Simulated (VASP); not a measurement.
P:

```
P
1.0
     4.79374    0.00000    0.00000
     0.00000    4.79374    0.00000
     0.00000    0.00000    4.45186
P
5
Direct
  0.00000 0.26963 0.61937
  0.26963 0.00000 0.38063
  0.73037 0.00000 0.38063
  0.00000 0.73037 0.61937
  0.00000 0.00000 0.00000
```

The cell was generated, and may not be a known phase.

| Property | Result |
| --- | --- |
| Program | VASP 6.6.1 |
| Task | relaxation of cell and atoms |
| Functional | PBE |
| Potentials or basis | VASP PAW PBE potentials, release 64 (P) |
| Cutoff | 500 eV |
| k mesh | 4 × 4 × 4 |
| Occupations | gaussian, width 0.1 eV |
| Spin | no spin polarisation |

At the start: pressure 23.3 GPa; volume 20.46 Å³/atom.

Q: Where does the relaxation end?

A: Over 12 steps the energy falls by 545.9 meV/atom and the volume is 26.84 Å³/atom (+31.2 %); space group P-4m2 (No. 115, to 0.1 Å) before and after.

Step by step:
```tsv
step	energy change (eV)	largest force (eV/Å)	pressure (GPa)	volume (Å³)
1	0.0000	3.5733	23.35	102.30
2	-2.2450	0.6130	-4.33	153.04
3	-2.4561	0.5063	-0.06	134.58
4	-2.4574	0.5101	-0.47	135.83
5	-2.5227	0.4982	-0.36	135.01
6	-2.6735	0.3000	0.40	132.46
7	-2.5319	0.6810	3.68	126.98
8	-2.7079	0.1035	1.06	131.03
9	-2.7106	0.0298	1.44	130.33
10	-2.7095	0.1155	-1.02	137.53
11	-2.7279	0.0676	0.17	133.85
12	-2.7294	0.0234	0.00	134.20
```

Final structure:
```
P
1.0
     5.38988    0.00000    0.00000
     0.00000    5.38988    0.00000
     0.00000    0.00000    4.61964
P
5
Direct
  0.00000 0.30343 0.65908
  0.30343 0.00000 0.34092
  0.69657 0.00000 0.34092
  0.00000 0.69657 0.65908
  0.00000 0.00000 0.00000
```

Caveat: the volume moved by over 15 % at a fixed basis, so the end points are rough; an odd number of electrons without spin polarisation forces a metal; a magnetic or distorted state may lie lower.
